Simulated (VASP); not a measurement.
# Cu (Pm-3n) in VASP: further runs, part 2 of 2

VASP 6.6.1. Earlier steps stand in the parts before.

## 3. Single point, RPBE

Contents of INCAR:

```
PREC = Accurate
ENCUT = 520
EDIFF = 1E-7
ISMEAR = -1
SIGMA = 0.1
LREAL = False
LASPH = True
NELM = 60
ALGO = Normal
ISIF = 2
LWAVE = False
LCHARG = False
GGA = RP
NBANDS = 54
```

Contents of KPOINTS:

```
Automatic mesh
0
Gamma
  7 7 7
```

Contents of POSCAR:

```
Cu
1.0
    4.6708010954      0.0000000000      0.0000000000
    0.0000000000      4.6708010954      0.0000000000
    0.0000000000      0.0000000000      4.6708010954
Cu
8
Direct
    1.0000000000      1.0000000000      0.0000000000
    0.5000000000      0.5000000000      0.5000000000
    0.2500000000      0.0000000000      0.5000000000
    0.7500000000      0.0000000000      0.5000000000
    0.5000000000      0.2500000000      1.0000000000
    0.5000000000      0.7500000000      0.0000000000
    0.0000000000      0.5000000000      0.2500000000
    0.0000000000      0.5000000000      0.7500000000
```

Potentials or basis: VASP PAW PBE potentials, release 64 (Cu).

Run with:

```
$ cat potpaw_PBE.64/Cu/POTCAR > POTCAR
$ mpirun -np 1 vasp_std > vasp.out
```

OUTCAR:

```text
PREC = Accurate
   ENCUT = 520
   EDIFF = 1E-7
   ISMEAR = -1
   LREAL = False
   LASPH = True
   NELM = 60
   ISIF = 2
   GGA = RP

 ion  position               nearest neighbor table
   1  0.000  0.000  0.000-   3 2.61   4 2.61   5 2.61   6 2.61   7 2.61   8 2.61   3 2.61   4 2.61
                             7 2.61   8 2.61   5 2.61   6 2.61
   2  0.500  0.500  0.500-   3 2.61   4 2.61   5 2.61   6 2.61   7 2.61   8 2.61   5 2.61   6 2.61
                             3 2.61   4 2.61   7 2.61   8 2.61
   3  0.250  0.000  0.500-   4 2.34   4 2.34   1 2.61   1 2.61   2 2.61   2 2.61
   4  0.750  0.000  0.500-   3 2.34   3 2.34   1 2.61   1 2.61   2 2.61   2 2.61
   5  0.500  0.250  0.000-   6 2.34   6 2.34   1 2.61   2 2.61   2 2.61   1 2.61
   6  0.500  0.750  0.000-   5 2.34   5 2.34   1 2.61   2 2.61   2 2.61   1 2.61
   7  0.000  0.500  0.250-   8 2.34   8 2.34   1 2.61   2 2.61   1 2.61   2 2.61
   8  0.000  0.500  0.750-   7 2.34   7 2.34   1 2.61   2 2.61   1 2.61   2 2.61

  LATTYP: Found a simple cubic cell.
 ALAT       =     4.6708010954

  Lattice vectors:

 A1 = (   4.6708010954,   0.0000000000,   0.0000000000)
 A2 = (   0.0000000000,   4.6708010954,   0.0000000000)
[... 192 lines left out ...]
 k-point     1 :       0.0000    0.0000    0.0000
  band No.  band energies     occupation
      1      -1.9369      2.00000
      2       2.0441      2.00000
      3       2.0441      2.00000
      4       2.5004      2.00000
      5       2.9994      2.00000
      6       2.9994      2.00000
[... 1129 lines left out ...]
     53      17.4812      0.00000
     54      17.6433      0.00000

------------------------ aborting loop because EDIFF is reached ----------------------------------------

  FORCE on cell =-STRESS in cart. coord.  units (eV):
  Direction    XX          YY          ZZ          XY          YZ          ZX
  --------------------------------------------------------------------------------------
  -------------------------------------------------------------------------------------
  Total        0.3082534      0.3082534      0.3082534      0.0000000      0.0000000      0.0000000
  in kB        4.8466803      4.8466803      4.8466803      0.0000000      0.0000000      0.0000000
  external PRESSURE =       4.8466803 kB  Pullay stress =       0.0000000 kB

 VOLUME and BASIS-vectors are now :
 -----------------------------------------------------------------------------
  energy-cutoff  :      520.00
  volume of cell :      101.90
      direct lattice vectors                 reciprocal lattice vectors
     4.670801095  0.000000000  0.000000000     0.214096036  0.000000000  0.000000000
     0.000000000  4.670801095  0.000000000     0.000000000  0.214096036  0.000000000
     0.000000000  0.000000000  4.670801095     0.000000000  0.000000000  0.214096036

 POSITION                                       TOTAL-FORCE (eV/Angst)
 -----------------------------------------------------------------------------------
      0.00000      0.00000      0.00000        -0.000000      0.000000     -0.000000
      2.33540      2.33540      2.33540        -0.000000      0.000000     -0.000000
      1.16770      0.00000      2.33540         0.000000      0.000000      0.000000
      3.50310      0.00000      2.33540        -0.000000      0.000000     -0.000000
      2.33540      1.16770      0.00000        -0.000000      0.000000      0.000000
      2.33540      3.50310      0.00000         0.000000     -0.000000     -0.000000
      0.00000      2.33540      1.16770         0.000000     -0.000000      0.000000
      0.00000      2.33540      3.50310        -0.000000     -0.000000     -0.000000
 -----------------------------------------------------------------------------------
    total drift:                                0.000000      0.000000     -0.000000

  FREE ENERGIE OF THE ION-ELECTRON SYSTEM (eV)
  ---------------------------------------------------
  free  energy   TOTEN  =       -25.3601796569 eV

  energy  without entropy=      -25.2875384413  energy(sigma->0) =      -25.32385905
```

OSZICAR:

```text
N       E                     dE             d eps       ncg     rms          rms(c)
DAV:   1     0.815272097972E+03    0.81527E+03   -0.38112E+04  2216   0.287E+03
DAV:   2     0.816082329182E+02   -0.73366E+03   -0.71546E+03  2160   0.507E+02
DAV:   3    -0.266423452987E+02   -0.10825E+03   -0.10125E+03  2186   0.240E+02
DAV:   4    -0.311704542480E+02   -0.45281E+01   -0.44821E+01  2426   0.694E+01
DAV:   5    -0.312337179913E+02   -0.63264E-01   -0.63246E-01  2478   0.871E+00    0.198E+01
DAV:   6    -0.279074925291E+02    0.33262E+01   -0.63041E+01  2356   0.118E+02    0.106E+01
DAV:   7    -0.254024914996E+02    0.25050E+01   -0.11898E+01  2420   0.523E+01    0.126E+00
DAV:   8    -0.254020657390E+02    0.42576E-03   -0.44025E-01  2794   0.173E+01    0.160E+00
DAV:   9    -0.253760238467E+02    0.26042E-01   -0.10062E-01  2438   0.110E+01    0.951E-01
DAV:  10    -0.253595789554E+02    0.16445E-01   -0.39194E-02  2850   0.343E+00    0.107E-01
DAV:  11    -0.253601877316E+02   -0.60878E-03   -0.87616E-03  2410   0.170E+00    0.841E-02
DAV:  12    -0.253602821202E+02   -0.94389E-04   -0.10293E-03  2364   0.831E-01    0.824E-02
DAV:  13    -0.253601929178E+02    0.89202E-04   -0.27773E-04  2712   0.233E-01    0.230E-02
DAV:  14    -0.253601839388E+02    0.89790E-05   -0.79917E-05  2698   0.115E-01    0.140E-02
DAV:  15    -0.253601778676E+02    0.60712E-05   -0.13307E-05  2552   0.727E-02    0.134E-03
DAV:  16    -0.253601796589E+02   -0.17913E-05   -0.34769E-06  2388   0.200E-02    0.172E-03
DAV:  17    -0.253601796569E+02    0.19463E-08   -0.66476E-08  1344   0.295E-03
   1 F= -.25360180E+02 E0= -.25323859E+02  d E =-.726412E-01
```

Wall time 3.1 min (1 thread of Intel Xeon 8259CL, shared host); peak memory 0.24 GiB.

What came out:

```yaml
Free_energy: -25.3602 eV
Pressure: 0.5 GPa
Band_gap_on_the_k_mesh: zero (bands 44 and 45 overlap by 1.29 eV)
```

Caveat: the PAW data sets were made with another functional, which shifts forces and pressure a little.

## 4. Relaxation of cell and atoms, RPBE

This run uses another cell than the first one, of 11.81 Å³/atom.

Contents of INCAR:

```
ALGO     = Normal         # electronic algorithm
EDIFF    = 1E-7           # SCF threshold, eV
EDIFFG   = -0.01          # ionic threshold
ENCUT    = 600            # plane-wave cutoff, eV
GGA      = RP             # functional
IBRION   = 2              # ionic algorithm
ISIF     = 3              # what is computed and relaxed
ISMEAR   = -1             # smearing method
LASPH    = T              # aspherical terms in the spheres
LCHARG   = F              # write CHGCAR
LREAL    = F              # projectors in reciprocal space
LWAVE    = F              # write WAVECAR
NELM     = 60             # most SCF steps
NSW      = 80             # ionic steps
PREC     = Accurate       # precision mode
SIGMA    = 0.1            # smearing width, eV
```

Contents of KPOINTS:

```
k-points
0
Gamma
  6 6 6
```

Contents of POSCAR:

```
Cu
1.0
    4.5545641985      0.0000000000      0.0000000000
    0.0000000000      4.5545641985      0.0000000000
    0.0000000000      0.0000000000      4.5545641985
Cu
8
Direct
    0.0000000000      0.0000000000      0.0000000000
    0.5000000000      0.5000000000      0.5000000000
    0.2500000000      0.0000000000      0.5000000000
    0.7500000000      0.0000000000      0.5000000000
    0.5000000000      0.2500000000      0.0000000000
    0.5000000000      0.7500000000      0.0000000000
    0.0000000000      0.5000000000      0.2500000000
    0.0000000000      0.5000000000      0.7500000000
```

Run with:

```
$ cat potpaw_PBE.64/Cu/POTCAR > POTCAR
$ mpirun -np 1 vasp_std > vasp.out
```

Wall time 8.1 min (1 thread of Intel Xeon 8259CL, shared host); peak memory 0.26 GiB.

It converged, with:

| Quantity | Value |
| --- | --- |
| Free energy | -25.3454 eV |
| Relaxed volume | 12.80 Å³/atom |
| Relaxed cell | a = 4.679 Å, b = 4.679 Å, c = 4.679 Å, α = 90.00°, β = 90.00°, γ = 90.00° |
| Space group after relaxing (to 0.1 Å) | Pm-3n (No. 223) |
| Energy gained by relaxing | 32.3 meV/atom |
| Ionic steps | 3 |
| Pressure after relaxing | 0.1 GPa |
| Band gap on the k mesh | zero (bands 44 and 45 overlap by 1.77 eV) |

Step by step:
| step | energy change (eV) | largest force (eV/Å) | pressure (GPa) | volume (Å³) |
| --- | --- | --- | --- | --- |
| 1 | 0.0000 | 0.0000 | 11.28 | 94.48 |
| 2 | -0.2110 | 0.0000 | -3.83 | 106.31 |
| 3 | -0.2585 | 0.0000 | 0.07 | 102.43 |

Final structure:
```cif
data_structure
_symmetry_space_group_name_H-M 'P 1'
_symmetry_Int_Tables_number 1
_cell_length_a 4.6789
_cell_length_b 4.6789
_cell_length_c 4.6789
_cell_angle_alpha 90.000
_cell_angle_beta 90.000
_cell_angle_gamma 90.000
_cell_volume 102.43
loop_
_atom_site_label
_atom_site_type_symbol
_atom_site_fract_x
_atom_site_fract_y
_atom_site_fract_z
_atom_site_occupancy
Cu1 Cu 0.00000 0.00000 0.00000 1
Cu2 Cu 0.50000 0.50000 0.50000 1
Cu3 Cu 0.25000 0.00000 0.50000 1
Cu4 Cu 0.75000 0.00000 0.50000 1
Cu5 Cu 0.50000 0.25000 0.00000 1
Cu6 Cu 0.50000 0.75000 0.00000 1
Cu7 Cu 0.00000 0.50000 0.25000 1
Cu8 Cu 0.00000 0.50000 0.75000 1
```

Levels at points of the mesh, in eV from the Fermi level:
| k point | band 40 | band 41 | band 42 | band 43 | band 44 | band 45 | band 46 | band 47 | band 48 | band 49 |
| --- | --- | --- | --- | --- | --- | --- | --- | --- | --- | --- |
| (0.00, 0.00, 0.00) | -1.59 | -1.59 | -0.13 | -0.13 | -0.13 | 0.97 | 0.97 | 1.10 | 6.08 | 6.08 |
| (0.50, 0.00, 0.00) | -1.60 | -1.39 | -1.39 | 0.79 | 0.79 | 1.00 | 1.00 | 2.66 | 2.66 | 2.99 |
| (0.50, 0.50, 0.00) | -1.67 | -1.59 | -1.48 | -1.48 | -1.33 | 1.18 | 2.62 | 2.62 | 3.21 | 4.01 |
| (0.50, 0.50, 0.50) | -1.76 | -0.98 | -0.98 | -0.98 | -0.98 | -0.98 | -0.98 | -0.78 | -0.78 | 11.78 |

Caveat: the PAW data sets were made with another functional, which shifts forces and pressure a little.

## 5. Overview

```tsv
task	cell	k mesh	cutoff (eV)	gap on the mesh (eV)	pressure (GPa)
single point	a = 4.671 Å, 8 atoms	6 × 6 × 6	520	none	0.6
single point	a = 4.671 Å, 8 atoms	7 × 7 × 7	520	none	0.5
relaxation of cell and atoms	relaxed from a = 4.555 Å, 8 atoms	6 × 6 × 6	600	none	0.1
```

Alike in all rows: level RPBE; potentials or basis VASP PAW PBE potentials, release 64 (Cu); no spin polarisation; smearing fermi-dirac 0.1 eV.

Caveats: the PAW data sets were made with another functional, which shifts forces and pressure a little.

Absolute energies hang on the potentials; compare differences alone.
